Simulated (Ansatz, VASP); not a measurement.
**Two plane-wave programs on HfN**

```
CELL_PARAMETERS angstrom
0.00000 2.39920 2.39920
2.39920 0.00000 2.39920
2.39920 2.39920 0.00000
ATOMIC_POSITIONS crystal
Hf 0.00000 0.00000 0.00000
N 0.75000 0.75000 0.75000
```

Alike in both runs: task single point; functional PBE; k mesh 14 × 14 × 14; occupations gaussian, width 0.1 eV; no spin polarisation.

|  | VASP | Ansatz |
| --- | --- | --- |
| version | VASP 6.6.1 | Ansatz 0.2.0 |
| potentials or method | VASP PAW PBE potentials, release 64 (Hf_pv, N), cutoff 520 eV | scalar-relativistic, plane waves, PAW |
| valence electrons in the cell | 15 | 31 |

VASP gave:

| Item | Value |
| --- | --- |
| gap on the k mesh at the Fermi level (eV) | none |
| pressure (GPa) | 15.0 |

Question: Estimate Ansatz's values.

Answer: gap on the k mesh at the Fermi level (eV): none; pressure (GPa): 16.0.

A gap of «none» marks a metal or a gap that the smearing closes. The functional is the same, so the differences come from potentials, cutoffs and numerics. VASP's potentials hold 15 valence electrons a cell and Ansatz's 31, so a difference there can come from the potentials and not from the codes.

Neither program's run includes spin-orbit coupling.
